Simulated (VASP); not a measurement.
# NbBr3 (Pm-3m) in VASP: notebook

Runs on NbBr3. Level: PBE. Tasks: single point.

Program: VASP 6.6.1. These are calculated values, not measurements. Logs are shortened: lines on timing, memory, paths and dates and some standing lists are left out, and cuts for length are marked.

## Step 1: The cell of the first run

The structure is cubic, space group Pm-3m (No. 221). The conventional cell has a = 5.250 Å, b = 5.250 Å, c = 5.250 Å, α = 90.00°, β = 90.00°, γ = 90.00°. Within 3.5 Å of Nb (site symmetry m-3m) lie 6 Br at 2.63 Å. Br (site symmetry 4/mmm) has 2 Nb at 2.63 Å within 3.5 Å.

## Step 2: Single point, PBE

INCAR reads:

```
  PREC = Accurate
  ENCUT = 520
  EDIFF = 1E-6
  ISMEAR = 0
  SIGMA = 0.05
  LREAL = False
  LASPH = True
  NELM = 60
  ALGO = Normal
  ISIF = 2
  LWAVE = False
  LCHARG = False
  GGA = PE
  NBANDS = 25
```

KPOINTS reads:

```
regular mesh
0
Gamma
  6 6 6
```

POSCAR reads:

```
NbBr3
1.0
    5.2500065915      0.0000000000      0.0000000000
    0.0000000000      5.2500065915      0.0000000000
    0.0000000000      0.0000000000      5.2500065915
Nb Br
1 3
Direct
    0.0000000000      0.0000000000      0.0000000000
    0.5000000000      0.0000000000      0.0000000000
    0.0000000000      0.0000000000      0.5000000000
    0.0000000000      0.5000000000      0.0000000000
```

Potentials or basis: VASP PAW PBE potentials, release 64 (Nb_sv, Br).

Launch:

```sh
$ cat potpaw_PBE.64/Nb_sv/POTCAR potpaw_PBE.64/Br/POTCAR > POTCAR
$ mpirun -np 1 vasp_std > vasp.out
```

OUTCAR:

```text
PREC = Accurate
   ENCUT = 520
   EDIFF = 1E-6
   ISMEAR = 0
   LREAL = False
   LASPH = True
   NELM = 60
   ISIF = 2
   GGA = PE

 ion  position               nearest neighbor table
   1  0.000  0.000  0.000-   2 2.63   3 2.63   4 2.63   3 2.63   4 2.63   2 2.63
   2  0.500  0.000  0.000-   1 2.63   1 2.63
   3  0.000  0.000  0.500-   1 2.63   1 2.63
   4  0.000  0.500  0.000-   1 2.63   1 2.63

  LATTYP: Found a simple cubic cell.
 ALAT       =     5.2500065915

  Lattice vectors:

 A1 = (   5.2500065915,   0.0000000000,   0.0000000000)
 A2 = (   0.0000000000,   5.2500065915,   0.0000000000)
 A3 = (   0.0000000000,   0.0000000000,   5.2500065915)

Analysis of symmetry for initial positions (statically):
=====================================================================
 Subroutine PRICEL returns:
 Original cell was already a primitive cell.

 Routine SETGRP: Setting up the symmetry group for a
 simple cubic supercell.

 Subroutine GETGRP returns: Found 48 space group operations
 (whereof 48 operations were pure point group operations)
 out of a pool of 48 trial point group operations.

The static configuration has the point symmetry O_h .

Analysis of symmetry for dynamics (positions and initial velocities):
=====================================================================
 Subroutine PRICEL returns:
 Original cell was already a primitive cell.

 Routine SETGRP: Setting up the symmetry group for a
 simple cubic supercell.

 Subroutine GETGRP returns: Found 48 space group operations
 (whereof 48 operations were pure point group operations)
 out of a pool of 48 trial point group operations.

The dynamic configuration has the point symmetry O_h .

 Subroutine INISYM returns: Found 48 space group operations
 (whereof 48 operations are pure point group operations),
 and found     1 'primitive' translations

----------------------------------------------------------------------------------------

                                     Primitive cell

  volume of cell :     144.7037

  direct lattice vectors                    reciprocal lattice vectors
     5.250006592  0.000000000  0.000000000     0.190475951  0.000000000  0.000000000
     0.000000000  5.250006592  0.000000000     0.000000000  0.190475951  0.000000000
     0.000000000  0.000000000  5.250006592     0.000000000  0.000000000  0.190475951

  length of vectors
     5.250006592  5.250006592  5.250006592     0.190475951  0.190475951  0.190475951

  position of ions in fractional coordinates (direct lattice)
     0.000000000  0.000000000  0.000000000
     0.500000000  0.000000000  0.000000000
     0.000000000  0.000000000  0.500000000
     0.000000000  0.500000000  0.000000000

  ion indices of the primitive-cell ions
   primitive index   ion index
                 1           1
                 2           2
                 3           3
                 4           4

----------------------------------------------------------------------------------------

 KPOINTS: regular mesh

Automatic generation of k-mesh.
 Grid dimensions read from file:
 generate k-points for:    6    6    6

 Generating k-lattice:

  Cartesian coordinates                     Fractional coordinates (reciprocal lattice)
     0.031745992  0.000000000  0.000000000     0.166666667  0.000000000  0.000000000
     0.000000000  0.031745992  0.000000000     0.000000000  0.166666667  0.000000000
     0.000000000  0.000000000  0.031745992     0.000000000  0.000000000  0.166666667

  Length of vectors
     0.031745992  0.031745992  0.031745992

  Shift w.r.t. Gamma in fractional coordinates (k-lattice)
     0.000000000  0.000000000  0.000000000

 Subroutine IBZKPT returns following result:
 ===========================================

 Found     20 irreducible k-points:

 Following reciprocal coordinates:
            Coordinates               Weight
  0.000000  0.000000  0.000000      1.000000
  0.166667  0.000000  0.000000      6.000000
  0.333333  0.000000  0.000000      6.000000
  0.500000  0.000000  0.000000      3.000000
  0.166667  0.166667  0.000000     12.000000
  0.333333  0.166667  0.000000     24.000000
[... 12 lines left out ...]
  0.500000  0.500000  0.333333      6.000000
  0.500000  0.500000  0.500000      1.000000
   k-points           NKPTS =     20   k-points in BZ     NKDIM =     20   number of bands    NBANDS=     25
   number of dos      NEDOS =    301   number of ions     NIONS =      4
   total plane-waves  NPLWV =  64000
   dimension x,y,z NGX =    40 NGY =   40 NGZ =   40
   dimension x,y,z NGXF=    80 NGYF=   80 NGZF=   80
   ions per type =               1   3
   NGX,Y,Z   is equivalent  to a cutoff of  12.67, 12.67, 12.67 a.u.
   NGXF,Y,Z  is equivalent  to a cutoff of  25.33, 25.33, 25.33 a.u.
 SYSTEM =  unknown system
   PREC   = accura    normal or accurate (medium, high low for compatibility)
   ISTART =      0    job   : 0-new  1-cont  2-samecut
   ICHARG =      2    charge: 1-file 2-atom 10-const
   ISPIN  =      1    spin polarized calculation?
   LNONCOLLINEAR =      F non collinear calculations
   LSORBIT =      F    spin-orbit coupling
   LASPH  =      T    aspherical Exc in radial PAW
   ENCUT  =  520.0 eV  38.22 Ry    6.18 a.u.   9.76  9.76  9.76*2*pi/ulx,y,z
   NELM   =     60;   NELMIN=  2; NELMDL= -5     # of ELM steps
   EDIFF  = 0.1E-05   stopping-criterion for ELM
   LREAL  =      F    real-space projection
   EDIFFG = 0.1E-04   stopping-criterion for IOM
   NSW    =      0    number of steps for IOM
   IBRION =     -1    ionic relax: 0-MD 1-quasi-New 2-CG
   NFREE  =      0    steps in history (QN), initial steepest desc. (CG)
   ISIF   =      2    stress and relaxation
   ISYM   =      2    0-nonsym 1-usesym 2-fastsym
   POTIM  = 0.5000    time-step for ionic-motion
   TEBEG  =    0.0;   TEEND  =   0.0 temperature during run
   PSTRESS=    0.0 pullay stress
   NELECT =      34.0000    total number of electrons
   NUPDOWN=      -1.0000    fix difference up-down
   EMIN   =  10.00;   EMAX   =-10.00  energy-range for DOS
   EFERMI =   0.00;   METHOD = LEGACY
   ISMEAR =     0;   SIGMA  =   0.05  broadening in eV -4-tet -1-fermi 0-gaus
   EFERMI_NEDOS =   21; number of points for ismear=-14 and -15
   IALGO  =     38    algorithm
   IMIX   =      4    mixing-type and parameters
     AMIX     =   0.40;   BMIX     =  1.00
     AMIX_MAG =   1.60;   BMIX_MAG =  1.00
  volume/ion in A,a.u.               =      36.18       244.13
  Fermi-wavevector in a.u.,A,eV,Ry     =   1.010201  1.909004 13.884838  1.020507
  Thomas-Fermi vector in A             =   2.143176
   LORBIT       =      0    0 simple, 1 ext, 2 COOP (PROOUT), +10 PAW based schemes
   GGA     = PE    functional components
   LHFCALC =     F    Hartree Fock is set to
   AEXX    =    0.0000 exact exchange contribution
   IVDW    =     0    specifies the selected vdW correction
   LEPSILON=     F    determine dielectric tensor
   LRPA    =     F    only Hartree local field effects (RPA)
 non-spin polarized calculation
 Gauss-broadening in eV      SIGMA  =   0.05
  energy-cutoff  :      520.00
  volume of cell :      144.70
 maximum number of plane-waves:      3948
 NGX is ok and might be reduce to    40
   NGX = 19   NGY = 19   NGZ = 19

 number of electron      34.0000007 magnetization

 Free energy of the ion-electron system (eV)
  ---------------------------------------------------
  ext. energy  EPLUGINS =         0.00000000
  ---------------------------------------------------
  free energy    TOTEN  =       -17.40593754 eV

  energy without entropy =      -17.39267355  energy(sigma->0) =      -17.39930555

 E-fermi :   1.9408     XC(G=0):  -7.4943

 val. band max:        1.9404951400   @ k =   0.0000   0.0000   0.0000
 cond. band min:       1.9414023103   @ k =   0.1667   0.0000   0.0000
 fundamental gap:      0.0009071703
 Fermi energy:         1.9408481897

 k-point     1 :       0.0000    0.0000    0.0000
  band No.  band energies     occupation
      1     -54.5690      2.00000
      2     -30.6290      2.00000
      3     -30.6290      2.00000
      4     -30.6290      2.00000
      5     -14.4419      2.00000
      6     -13.8600      2.00000
[... 17 lines left out ...]
     24       8.0874      0.00000
     25       8.0874      0.00000

 k-point     2 :       0.1667    0.0000    0.0000
  band No.  band energies     occupation
      1     -54.5690      2.00000
      2     -30.6304      2.00000
      3     -30.6289      2.00000
      4     -30.6289      2.00000
      5     -14.3955      2.00000
      6     -13.8588      2.00000
[... 17 lines left out ...]
     24       8.0887      0.00000
     25       8.4310      0.00000

 k-point     3 :       0.3333    0.0000    0.0000
  band No.  band energies     occupation
      1     -54.5690      2.00000
      2     -30.6334      2.00000
      3     -30.6288      2.00000
      4     -30.6288      2.00000
      5     -14.3019      2.00000
      6     -13.8563      2.00000
[... 17 lines left out ...]
     24       7.9261      0.00000
     25       9.3375      0.00000

 k-point     4 :       0.5000    0.0000    0.0000
  band No.  band energies     occupation
      1     -54.5690      2.00000
      2     -30.6349      2.00000
      3     -30.6288      2.00000
      4     -30.6288      2.00000
      5     -14.2552      2.00000
      6     -13.8552      2.00000
[... 17 lines left out ...]
     24       8.9844      0.00000
     25       9.9448      0.00000
[... 365 lines left out ...]
 k-point    18 :       0.5000    0.3333    0.3333
  band No.  band energies     occupation
      1     -54.5690      2.00000
      2     -30.6346      2.00000
      3     -30.6330      2.00000
      4     -30.6330      2.00000
      5     -13.9345      2.00000
      6     -13.8267      2.00000
[... 17 lines left out ...]
     24       7.6084      0.00000
     25       8.1504      0.00000

 k-point    19 :       0.5000    0.5000    0.3333
  band No.  band energies     occupation
      1     -54.5690      2.00000
      2     -30.6345      2.00000
      3     -30.6345      2.00000
      4     -30.6330      2.00000
      5     -13.8794      2.00000
      6     -13.8185      2.00000
[... 17 lines left out ...]
     24       7.2590      0.00000
     25       7.6677      0.00000

 k-point    20 :       0.5000    0.5000    0.5000
  band No.  band energies     occupation
      1     -54.5690      2.00000
      2     -30.6345      2.00000
      3     -30.6345      2.00000
      4     -30.6345      2.00000
      5     -13.8166      2.00000
      6     -13.8166      2.00000
[... 17 lines left out ...]
     24       6.9313      0.00000
     25       6.9313      0.00000

------------------------ aborting loop because EDIFF is reached ----------------------------------------

  FORCE on cell =-STRESS in cart. coord.  units (eV):
  Direction    XX          YY          ZZ          XY          YZ          ZX
  --------------------------------------------------------------------------------------
  -------------------------------------------------------------------------------------
  Total       -1.2892732     -1.2892732     -1.2892732      0.0000000      0.0000000      0.0000000
  in kB      -14.2749964    -14.2749964    -14.2749964      0.0000000      0.0000000      0.0000000
  external PRESSURE =     -14.2749964 kB  Pullay stress =       0.0000000 kB

 VOLUME and BASIS-vectors are now :
 -----------------------------------------------------------------------------
  energy-cutoff  :      520.00
  volume of cell :      144.70
      direct lattice vectors                 reciprocal lattice vectors
     5.250006592  0.000000000  0.000000000     0.190475951  0.000000000  0.000000000
     0.000000000  5.250006592  0.000000000     0.000000000  0.190475951  0.000000000
     0.000000000  0.000000000  5.250006592     0.000000000  0.000000000  0.190475951

 POSITION                                       TOTAL-FORCE (eV/Angst)
 -----------------------------------------------------------------------------------
      0.00000      0.00000      0.00000         0.000000      0.000000      0.000000
      2.62500      0.00000      0.00000         0.000000      0.000000      0.000000
      0.00000      0.00000      2.62500         0.000000      0.000000      0.000000
      0.00000      2.62500      0.00000         0.000000      0.000000      0.000000
 -----------------------------------------------------------------------------------
    total drift:                               -0.000000     -0.000000     -0.000000

  FREE ENERGIE OF THE ION-ELECTRON SYSTEM (eV)
  ---------------------------------------------------
  free  energy   TOTEN  =       -17.4059375433 eV

  energy  without entropy=      -17.3926735485  energy(sigma->0) =      -17.39930555
```

Run time: 1.7 min. Hardware: 1 thread of Oxide Virtual Turin-like, shared host; peak memory 0.23 GiB.

Results:

| Quantity | Value |
| --- | --- |
| Free energy | -17.4059 eV |
| Pressure | -1.4 GPa |
| Band gap on the k mesh | zero (band 17 reaches 2.76 eV, above the bottom of band 18 at 0.82 eV) |

## Step 3: Single point, PBE, collinear spin, ferromagnetic start

INCAR reads:

```
ALGO     = Normal         # electronic algorithm
EDIFF    = 1E-6           # SCF threshold, eV
ENCUT    = 520            # plane-wave cutoff, eV
GGA      = PE             # functional
ISIF     = 2              # what is computed and relaxed
ISMEAR   = 0              # smearing method
ISPIN    = 2              # spin polarisation
LASPH    = T              # aspherical terms in the spheres
LCHARG   = T              # write CHGCAR
LELF     = T              # ELF
LMAXMIX  = 4              # l up to which the mixer works
LORBIT   = 11             # projections on sites
LREAL    = F              # projectors in reciprocal space
LVHAR    = T            
LWAVE    = F              # write WAVECAR
MAGMOM   = 1.33 0 0 0     # initial moments
NBANDS   = 29             # bands
NELM     = 150            # most SCF steps
PREC     = Accurate       # precision mode
SIGMA    = 0.05           # smearing width, eV
```

KPOINTS reads:

```
k-points
0
Gamma
  6 6 6
```

POSCAR is that of step 2.

Potentials or basis: VASP PAW PBE potentials, release 64 (Nb_sv, Br).

Launch:

```sh
$ cat potpaw_PBE.64/Nb_sv/POTCAR potpaw_PBE.64/Br/POTCAR > POTCAR
$ mpirun -np 1 vasp_std > vasp.out
```

Run time: 5.5 min. Hardware: 1 thread of Oxide Virtual Turin-like, shared host; peak memory 0.31 GiB.

Results (log left out):

```yaml
Free_energy: -17.4152 eV
Pressure: -1.2 GPa
Net_moment: 0.87 μB per cell
Site_moments: Nb +0.64; Br +0.01 μB
Valence_electrons_inside_the_program's_atomic_spheres: Nb 10.46; Br 4.88
```

Levels at points of the mesh, in eV from the Fermi level:
Spin up:
| k point | band 13 | band 14 | band 15 | band 16 | band 17 | band 18 | band 19 | band 20 | band 21 | band 22 |
| --- | --- | --- | --- | --- | --- | --- | --- | --- | --- | --- |
| (0.00, 0.00, 0.00) | -2.94 | -2.71 | -2.71 | -2.71 | -1.24 | -1.24 | -1.24 | 0.02 | 0.02 | 2.72 |
| (0.50, 0.00, 0.00) | -3.72 | -3.10 | -2.79 | -2.79 | -1.22 | 0.03 | 0.24 | 0.24 | 1.19 | 5.30 |
| (0.50, 0.50, 0.00) | -3.90 | -3.40 | -3.40 | -2.11 | 0.24 | 0.24 | 0.49 | 0.70 | 4.39 | 6.03 |
| (0.50, 0.50, 0.50) | -4.97 | -2.10 | -2.10 | -2.10 | 0.71 | 0.71 | 0.71 | 4.38 | 4.39 | 4.39 |
Spin down:
```tsv
k point	band 13	band 14	band 15	band 16	band 17	band 18	band 19	band 20
(0.00, 0.00, 0.00)	-2.91	-2.69	-2.69	-2.69	-0.63	-0.63	-0.63	0.34
(0.50, 0.00, 0.00)	-3.68	-3.07	-2.77	-2.77	-0.61	0.34	0.79	0.79
(0.50, 0.50, 0.00)	-3.76	-3.37	-3.37	-2.08	0.80	0.80	0.81	1.31
(0.50, 0.50, 0.50)	-4.85	-2.08	-2.08	-2.08	1.32	1.32	1.32	4.40
```

## Step 4: Single point, PBE, collinear spin, ferromagnetic start

INCAR reads:

```
  PREC = Accurate
  ENCUT = 520
  EDIFF = 1E-6
  ISMEAR = 0
  SIGMA = 0.05
  LREAL = False
  LASPH = True
  NELM = 150
  ALGO = Normal
  ISIF = 2
  LWAVE = False
  LCHARG = False
  ISPIN = 2
  MAGMOM = 0.5 0 0 0
  LORBIT = 11
  LMAXMIX = 4
  GGA = PE
  NBANDS = 29
```

KPOINTS reads:

```
Automatic mesh
0
Gamma
  6 6 6
```

POSCAR is that of step 3.

Launch:

```sh
$ cat potpaw_PBE.64/Nb_sv/POTCAR potpaw_PBE.64/Br/POTCAR > POTCAR
$ mpirun -np 1 vasp_std > vasp.out
```

Wall time 4.3 min (1 thread of Oxide Virtual Turin-like, shared host); peak memory 0.31 GiB.

Results (log left out):

```yaml
Free_energy: -17.4287 eV
Pressure: -1.4 GPa
Net_moment: 0.50 μB per cell
Site_moments: Nb +0.37; Br +0.01 μB
Valence_electrons_inside_the_program's_atomic_spheres: Nb 10.46; Br 4.88
```

Levels at points of the mesh, in eV from the Fermi level:
Spin up:
```csv
k point,band 14,band 15,band 16,band 17,band 18,band 19,band 20,band 21
"(0.00, 0.00, 0.00)",-2.80,-2.80,-2.80,-1.19,-1.19,-1.19,0.00,0.00
"(0.50, 0.00, 0.00)",-3.18,-2.88,-2.88,-1.17,0.00,0.27,0.27,1.17
"(0.50, 0.50, 0.00)",-3.49,-3.49,-2.20,0.27,0.27,0.47,0.74,4.35
"(0.50, 0.50, 0.50)",-2.19,-2.19,-2.19,0.75,0.75,0.75,4.29,4.35
```
Spin down:
| k point | band 13 | band 14 | band 15 | band 16 | band 17 | band 18 | band 19 | band 20 |
| --- | --- | --- | --- | --- | --- | --- | --- | --- |
| (0.00, 0.00, 0.00) | -3.01 | -2.79 | -2.79 | -2.79 | -0.85 | -0.85 | -0.85 | 0.20 |
| (0.50, 0.00, 0.00) | -3.78 | -3.17 | -2.87 | -2.87 | -0.83 | 0.21 | 0.57 | 0.57 |
| (0.50, 0.50, 0.00) | -3.88 | -3.47 | -3.47 | -2.18 | 0.58 | 0.58 | 0.67 | 1.08 |
| (0.50, 0.50, 0.50) | -4.96 | -2.17 | -2.17 | -2.17 | 1.09 | 1.09 | 1.09 | 4.31 |
